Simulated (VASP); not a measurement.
The system is RbBr.

```
Rb Br
1.0
     0.03911    3.46083    3.46083
     3.46083    0.03911    3.46083
     3.49993    3.49993    0.00000
Rb Br
1 1
Direct
  0.00000 0.00000 0.00000
  0.50000 0.50000 0.50000
```

This cell differs from its parent crystal: shear xy strain +2.3%.

Base run:

- Program: VASP 6.6.1
- Functional: PBE
- Potentials or basis: VASP PAW PBE potentials, release 64 (Rb_sv, Br)
- Cutoff: 520 eV
- k mesh: 6 × 6 × 6
- Occupations: fermi-dirac, width 0.02 eV
- Spin: no spin polarisation

Its results: band gap on the k mesh 4.27 eV; pressure 0.6 GPa.

**Question.** The run is repeated on the same cell with these changes: functional from PBE to r2SCAN; occupations from fermi-dirac, width 0.02 eV to gaussian, width 0.01 eV. What comes out?

**Answer.** Band gap on the k mesh 4.87 eV; pressure 0.0 GPa.

Caveats: the PAW data sets were made with another functional, which shifts forces and pressure a little (at least some runs).

